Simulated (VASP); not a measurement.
Runs of VASP 6.6.1 on Ru. The structure is that of space group I4/mmm (No. 139), or close to it. The cells are those of the table. 

```csv
cell,further INCAR settings,gap on the mesh (eV),pressure (GPa)
"a = 2.653, b = 2.653, c = 2.859 Å, angles 57.4, 57.4, 65.2°, 1 atom",ALGO = Fast; EDIFF = 1e-06; NBANDS = 13,none,(b)
"a = 2.878, b = 2.878, c = 2.481 Å, angles 64.5, 64.5, 51.1°, 1 atom",ALGO = Fast; EDIFF = 1e-07; NBANDS = 13,none,(a)
"a = 2.955, b = 2.955, c = 2.413 Å, angles 65.9, 65.9, 48.2°, 1 atom",ALGO = Fast; EDIFF = 1e-07; NBANDS = 13,none,8.1
"a = 2.638, b = 2.638, c = 2.942 Å, angles 56.1, 56.1, 67.8°, 1 atom",ALGO = Fast; EDIFF = 1e-06; NBANDS = 13,none,-8.2
"a = 2.675, b = 2.675, c = 2.785 Å, angles 58.6, 58.6, 62.7°, 1 atom",ALGO = Fast; EDIFF = 1e-06; NBANDS = 13,none,-13.9
"a = 2.815, b = 2.815, c = 2.549 Å, angles 63.1, 63.1, 53.8°, 1 atom",ALGO = Fast; EDIFF = 1e-06; NBANDS = 13,none,-9.2
```

Alike in all rows: task single point; level PBEsol; potentials or basis VASP PAW PBE potentials, release 64 (Ru_pv); no spin polarisation; k mesh 24 × 24 × 24; cutoff (eV) 520; smearing gaussian 0.15 eV.

Task: Estimate the missing entries.

Result: (a) -2.2; (b) -11.6.

Caveats: the PAW data sets were made with another functional, which shifts forces and pressure a little.

A k mesh can miss the band edges, and the runs leave out spin-orbit coupling on Ru.

A gap of «none» marks levels without a gap at the run's occupations.
